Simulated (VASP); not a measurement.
# In (I4/mmm) in VASP: further runs

In is run at these levels: LDA; tasks: single point.

All numbers are computed with VASP 6.6.1; they aren't measurements. Logs are shortened: lines on timing, memory, paths and dates and some standing lists are left out, and cuts for length are marked.

## (1) The cell of the first run

It takes space group I4/mmm (No. 139, tetragonal). Conventional cell: a = 3.185 Å, b = 3.185 Å, c = 4.846 Å, α = 90.00°, β = 90.00°, γ = 90.00°. In (site symmetry 4/mmm) has 12 In at 3.18 to 3.31 Å within 4.2 Å.

## (2) Single point, LDA (volume scaled by 0.94)

Contents of INCAR:

```
PREC = Accurate
ENCUT = 520
EDIFF = 1E-7
ISMEAR = -1
SIGMA = 0.05
LREAL = F
LASPH = T
NELM = 80
ALGO = Fast
ISIF = 2
LWAVE = F
LCHARG = F
NBANDS = 12
```

Contents of KPOINTS:

```
regular mesh
0
Gamma
  11 11 11
```

Contents of POSCAR:

```
In
1.0
   -1.5922878321      1.5922878321      2.4232021571
    1.5922878321     -1.5922878321      2.4232021571
    1.5922878321      1.5922878321     -2.4232021571
In
1
Direct
    0.0000000000      0.0000000000      0.0000000000
```

Potentials or basis: VASP PAW LDA potentials, release 64 (In_d).

Run with:

```sh
$ cat potpaw_LDA.64/In_d/POTCAR > POTCAR
$ mpirun -np 1 vasp_std > vasp.out
```

OUTCAR:

```text
PREC = Accurate
   ENCUT = 520
   EDIFF = 1E-7
   ISMEAR = -1
   LREAL = F
   LASPH = T
   NELM = 80
   ISIF = 2

 ion  position               nearest neighbor table
   1  0.000  0.000  0.000-

  LATTYP: Found a body centered tetragonal cell.
 ALAT       =     3.1845756642
 C/A-ratio  =     1.5218367611

  Lattice vectors:

 A1 = (  -1.5922878321,   1.5922878321,   2.4232021571)
 A2 = (   1.5922878321,  -1.5922878321,   2.4232021571)
 A3 = (   1.5922878321,   1.5922878321,  -2.4232021571)

Analysis of symmetry for initial positions (statically):
=====================================================================
 Subroutine PRICEL returns:
 Original cell was already a primitive cell.

 Routine SETGRP: Setting up the symmetry group for a
 body centered tetragonal supercell.

 Subroutine GETGRP returns: Found 16 space group operations
 (whereof 16 operations were pure point group operations)
 out of a pool of 16 trial point group operations.

The static configuration has the point symmetry D_4h.

Analysis of symmetry for dynamics (positions and initial velocities):
=====================================================================
 Subroutine PRICEL returns:
 Original cell was already a primitive cell.

 Routine SETGRP: Setting up the symmetry group for a
 body centered tetragonal supercell.

 Subroutine GETGRP returns: Found 16 space group operations
 (whereof 16 operations were pure point group operations)
 out of a pool of 16 trial point group operations.

The dynamic configuration has the point symmetry D_4h.

 Subroutine INISYM returns: Found 16 space group operations
 (whereof 16 operations are pure point group operations),
 and found     1 'primitive' translations

----------------------------------------------------------------------------------------

                                     Primitive cell

  volume of cell :      24.5750

  direct lattice vectors                    reciprocal lattice vectors
    -1.592287832  1.592287832  2.423202157     0.000000000  0.314013578  0.206338542
     1.592287832 -1.592287832  2.423202157     0.314013578  0.000000000  0.206338542
     1.592287832  1.592287832 -2.423202157     0.314013578  0.314013578  0.000000000

  length of vectors
     3.307970643  3.307970643  3.307970643     0.375739433  0.375739433  0.444082261

  position of ions in fractional coordinates (direct lattice)
     0.000000000  0.000000000  0.000000000

  ion indices of the primitive-cell ions
   primitive index   ion index
                 1           1

----------------------------------------------------------------------------------------

 KPOINTS: regular mesh

Automatic generation of k-mesh.
 Grid dimensions read from file:
 generate k-points for:   11   11   11

 Generating k-lattice:

  Cartesian coordinates                     Fractional coordinates (reciprocal lattice)
     0.000000000  0.028546689  0.018758049     0.090909091 -0.000000000  0.000000000
     0.028546689  0.000000000  0.018758049    -0.000000000  0.090909091  0.000000000
     0.028546689  0.028546689  0.000000000     0.000000000  0.000000000  0.090909091

  Length of vectors
     0.034158130  0.034158130  0.040371115

  Shift w.r.t. Gamma in fractional coordinates (k-lattice)
     0.000000000  0.000000000  0.000000000

 Subroutine IBZKPT returns following result:
 ===========================================

 Found    126 irreducible k-points:

 Following reciprocal coordinates:
            Coordinates               Weight
  0.000000  0.000000  0.000000      1.000000
  0.090909  0.000000 -0.000000      8.000000
  0.181818  0.000000 -0.000000      8.000000
  0.272727  0.000000 -0.000000      8.000000
  0.363636  0.000000 -0.000000      8.000000
  0.454545  0.000000 -0.000000      8.000000
[... 16 lines left out ...]
 -0.272727  0.181818  0.000000     16.000000
 -0.181818  0.181818  0.000000      4.000000
 [... further k-points ...]
   k-points           NKPTS =    126   k-points in BZ     NKDIM =    126   number of bands    NBANDS=     12
   number of dos      NEDOS =    301   number of ions     NIONS =      1
   total plane-waves  NPLWV =  21952
   dimension x,y,z NGX =    28 NGY =   28 NGZ =   28
   dimension x,y,z NGXF=    56 NGYF=   56 NGZF=   56
   ions per type =               1
   NGX,Y,Z   is equivalent  to a cutoff of  14.07, 14.07, 14.07 a.u.
   NGXF,Y,Z  is equivalent  to a cutoff of  28.14, 28.14, 28.14 a.u.
 SYSTEM =  unknown system
   PREC   = accura    normal or accurate (medium, high low for compatibility)
   ISTART =      0    job   : 0-new  1-cont  2-samecut
   ICHARG =      2    charge: 1-file 2-atom 10-const
   ISPIN  =      1    spin polarized calculation?
   LNONCOLLINEAR =      F non collinear calculations
   LSORBIT =      F    spin-orbit coupling
   LASPH  =      T    aspherical Exc in radial PAW
   ENCUT  =  520.0 eV  38.22 Ry    6.18 a.u.   6.15  6.15  6.15*2*pi/ulx,y,z
   NELM   =     80;   NELMIN=  2; NELMDL= -5     # of ELM steps
   EDIFF  = 0.1E-06   stopping-criterion for ELM
   LREAL  =      F    real-space projection
   EDIFFG = 0.1E-05   stopping-criterion for IOM
   NSW    =      0    number of steps for IOM
   IBRION =     -1    ionic relax: 0-MD 1-quasi-New 2-CG
   NFREE  =      0    steps in history (QN), initial steepest desc. (CG)
   ISIF   =      2    stress and relaxation
   ISYM   =      2    0-nonsym 1-usesym 2-fastsym
   POTIM  = 0.5000    time-step for ionic-motion
   TEBEG  =    0.0;   TEEND  =   0.0 temperature during run
   PSTRESS=    0.0 pullay stress
   NELECT =      13.0000    total number of electrons
   NUPDOWN=      -1.0000    fix difference up-down
   EMIN   =  10.00;   EMAX   =-10.00  energy-range for DOS
   EFERMI =   0.00;   METHOD = LEGACY
   ISMEAR =    -1;   SIGMA  =   0.05  broadening in eV -4-tet -1-fermi 0-gaus
   EFERMI_NEDOS =   21; number of points for ismear=-14 and -15
   IALGO  =     68    algorithm
   IMIX   =      4    mixing-type and parameters
     AMIX     =   0.40;   BMIX     =  1.00
     AMIX_MAG =   1.60;   BMIX_MAG =  1.00
  volume/ion in A,a.u.               =      24.57       165.84
  Fermi-wavevector in a.u.,A,eV,Ry     =   1.324011  2.502019 23.851093  1.753006
  Thomas-Fermi vector in A             =   2.453577
   LORBIT       =      0    0 simple, 1 ext, 2 COOP (PROOUT), +10 PAW based schemes
   GGA     = CA    functional components
   LHFCALC =     F    Hartree Fock is set to
   AEXX    =    0.0000 exact exchange contribution
   IVDW    =     0    specifies the selected vdW correction
   LEPSILON=     F    determine dielectric tensor
   LRPA    =     F    only Hartree local field effects (RPA)
 non-spin polarized calculation
 RMM-DIIS sequential band-by-band and
  energy-cutoff  :      520.00
  volume of cell :       24.57
 maximum number of plane-waves:       677
 NGX is ok and might be reduce to    28
   NGX = 13   NGY = 13   NGZ = 13

 number of electron      12.9999996 magnetization

 Free energy of the ion-electron system (eV)
  ---------------------------------------------------
  ext. energy  EPLUGINS =         0.00000000
  ---------------------------------------------------
  free energy    TOTEN  =        -3.21673582 eV

  energy without entropy =       -3.21324586  energy(sigma->0) =       -3.21499084

 E-fermi :   7.9864     XC(G=0): -10.8282

 val. band max:        7.9175110788   @ k =  -0.4545   0.4545   0.2727
 cond. band min:       8.0112663272   @ k =  -0.4545  -0.4545   0.1818
 fundamental gap:      0.0937552483
 Fermi energy:         7.9864111818

 k-point     1 :       0.0000    0.0000    0.0000
  band No.  band energies     occupation
      1      -6.7576      2.00000
      2      -6.6311      2.00000
      3      -6.6311      2.00000
      4      -6.5314      2.00000
      5      -6.4088      2.00000
      6      -2.0569      2.00000
      7      18.9448      0.00000
      8      18.9448      0.00000
      9      19.1367      0.00000
     10      19.7630      0.00000
     11      22.5245      0.00000
     12      22.6227      0.00000

 k-point     2 :       0.0909    0.0000   -0.0000
  band No.  band energies     occupation
      1      -6.7429      2.00000
      2      -6.6327      2.00000
      3      -6.6159      2.00000
      4      -6.5279      2.00000
      5      -6.4149      2.00000
      6      -1.8664      2.00000
      7      16.8750      0.00000
      8      18.6215      0.00000
      9      18.7244      0.00000
     10      19.6410      0.00000
     11      22.7889      0.00000
     12      23.1245      0.00000

 k-point     3 :       0.1818    0.0000   -0.0000
  band No.  band energies     occupation
      1      -6.7212      2.00000
      2      -6.6450      2.00000
      3      -6.5848      2.00000
      4      -6.4957      2.00000
      5      -6.4211      2.00000
      6      -1.2869      2.00000
      7      13.6254      0.00000
      8      17.7315      0.00000
      9      18.2907      0.00000
     10      19.6330      0.00000
     11      21.6464      0.00000
     12      24.1517      0.00000
[... 286 lines left out ...]
 k-point    23 :      -0.2727    0.1818    0.0000
  band No.  band energies     occupation
      1      -6.7453      2.00000
      2      -6.5934      2.00000
      3      -6.5330      2.00000
      4      -6.5022      2.00000
      5      -6.3924      2.00000
      6      -0.2428      2.00000
      7      12.8665      0.00000
      8      14.7121      0.00000
      9      16.1267      0.00000
     10      17.8573      0.00000
     11      18.8226      0.00000
     12      24.5771      0.00000

 k-point    24 :      -0.1818    0.1818    0.0000
  band No.  band energies     occupation
      1      -6.7164      2.00000
      2      -6.6010      2.00000
      3      -6.5428      2.00000
      4      -6.5363      2.00000
      5      -6.4348      2.00000
      6      -0.9840      2.00000
      7      15.4215      0.00000
      8      15.6619      0.00000
      9      16.5198      0.00000
     10      17.6049      0.00000
     11      19.8553      0.00000
     12      24.9399      0.00000

 [... further k-points ...]
[... 5 lines left out ...]
  --------------------------------------------------------------------------------------
  -------------------------------------------------------------------------------------
  Total        0.0507424      0.0507424     -0.0322490      0.0000000      0.0000000      0.0000000
  in kB        3.3081801      3.3081801     -2.1024893      0.0000000      0.0000000      0.0000000
  external PRESSURE =       1.5046236 kB  Pullay stress =       0.0000000 kB

 VOLUME and BASIS-vectors are now :
 -----------------------------------------------------------------------------
  energy-cutoff  :      520.00
  volume of cell :       24.57
      direct lattice vectors                 reciprocal lattice vectors
    -1.592287832  1.592287832  2.423202157     0.000000000  0.314013578  0.206338542
     1.592287832 -1.592287832  2.423202157     0.314013578  0.000000000  0.206338542
     1.592287832  1.592287832 -2.423202157     0.314013578  0.314013578  0.000000000

 POSITION                                       TOTAL-FORCE (eV/Angst)
 -----------------------------------------------------------------------------------
      0.00000      0.00000      0.00000        -0.000000      0.000000      0.000000
 -----------------------------------------------------------------------------------
    total drift:                               -0.000000     -0.000000     -0.000000

  FREE ENERGIE OF THE ION-ELECTRON SYSTEM (eV)
  ---------------------------------------------------
  free  energy   TOTEN  =        -3.2167358182 eV

  energy  without entropy=       -3.2132458642  energy(sigma->0) =       -3.21499084
```

It took 51 s on 1 thread of Intel Xeon Platinum 8259CL at 2.50GHz (Skylake/Cascade Lake), shared host; peak memory 0.16 GiB.

Results:

| Item | Value |
| --- | --- |
| Free energy | -3.2167 eV |
| Pressure | 0.2 GPa |

Stress tensor (GPa, compression positive):
```
 0.33  0.00  0.00
 0.00  0.33  0.00
 0.00  0.00 -0.21
```

Levels at points of the mesh, in eV from the Fermi level:
| k point | band 3 | band 4 | band 5 | band 6 | band 7 | band 8 | band 9 | band 10 |
| --- | --- | --- | --- | --- | --- | --- | --- | --- |
| (0.00, 0.00, 0.00) | -14.62 | -14.52 | -14.40 | -10.04 | 10.96 | 10.96 | 11.15 | 11.78 |

Caveat: spin-orbit coupling is left out, which moves the levels of the heavy elements.

## (3) Single point, LDA (volume scaled by 0.96)

Contents of INCAR:

```
SYSTEM = In
ALGO = Normal
EDIFF = 1E-6
ENCUT = 520
GGA = CA
ISIF = 2
ISMEAR = -1
LASPH = .TRUE.
LCHARG = .TRUE.
LELF = .TRUE.
LREAL = .FALSE.
LVHAR = .TRUE.
LWAVE = .FALSE.
NBANDS = 12
NELM = 80
PREC = Accurate
SIGMA = 0.05
```

Contents of KPOINTS:

```
k-points
0
G
  11 11 11
  0 0 0
```

Contents of POSCAR:

```
In
1.0
   -1.6035014962      1.6035014962      2.4402675233
    1.6035014962     -1.6035014962      2.4402675233
    1.6035014962      1.6035014962     -2.4402675233
In
1
Direct
    0.0000000000      0.0000000000      0.0000000000
```

Potentials or basis: VASP PAW LDA potentials, release 64 (In_d).

Run with:

```sh
$ cat potpaw_LDA.64/In_d/POTCAR > POTCAR
$ mpirun -np 1 vasp_std > vasp.out
```

Wall time 29 s (1 thread of Intel Xeon Platinum 8259CL at 2.50GHz (Skylake/Cascade Lake), shared host); peak memory 0.16 GiB.

Results (log left out):

- Free energy: -3.2157 eV
- Pressure: -0.9 GPa

Stress tensor (GPa, compression positive):
```
-0.75  0.00  0.00
 0.00 -0.75  0.00
 0.00  0.00 -1.18
```

Levels at points of the mesh, in eV from the Fermi level:
```tsv
k point	band 3	band 4	band 5	band 6	band 7	band 8	band 9	band 10
(0.00, 0.00, 0.00)	-14.58	-14.49	-14.37	-9.88	10.77	10.77	10.95	11.74
```

Caveat: spin-orbit coupling is left out, which moves the levels of the heavy elements.
